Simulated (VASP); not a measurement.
Here is a VASP 6.6.1 calculation.

File INCAR:

```
SYSTEM = KMgF3
PREC = Accurate ; ENCUT = 520
EDIFF = 1E-6 ; ISMEAR = 0
SIGMA = 0.05 ; LREAL = .False.
LASPH = .True. ; NELM = 60
ALGO = Normal ; ISIF = 2
LWAVE = .False. ; LCHARG = .False.
GGA = PE ; NBANDS = 24
```

KPOINTS

```
regular mesh
0
Gamma
  6 6 6
  0 0 0
```

The input POSCAR:

```
KMgF3
1.0
    3.8264640000      0.0000000000      0.0000000000
    0.0000000000      3.8264640000      0.0000000000
    0.0000000000      0.0000000000      3.9859000000
K Mg F
1 1 3
Direct
    0.5000000000      0.5000000000      0.5000000000
    0.0000000000      0.0000000000      0.0000000000
    0.5000000000      0.0000000000      0.0000000000
    0.0000000000      0.5000000000      0.0000000000
    0.0000000000      0.0000000000      0.5000000000
```

Potentials or basis: VASP PAW PBE potentials, release 64 (K_sv, Mg, F).

Run with:

```sh
$ cat potpaw_PBE.64/K_sv/POTCAR potpaw_PBE.64/Mg/POTCAR potpaw_PBE.64/F/POTCAR > POTCAR
$ mpirun -np 1 vasp_std > vasp.out
```

(1) Predict the band gap on the k mesh.

(2) What does it give for the pressure?

Results:

(1) 7.91 eV (least direct gap 8.26 eV).

(2) 11.6 GPa.

Caveat: the cell differs from its parent crystal (strain -0.040 along x and y, +0.000 along z); the cell stands under pressure.
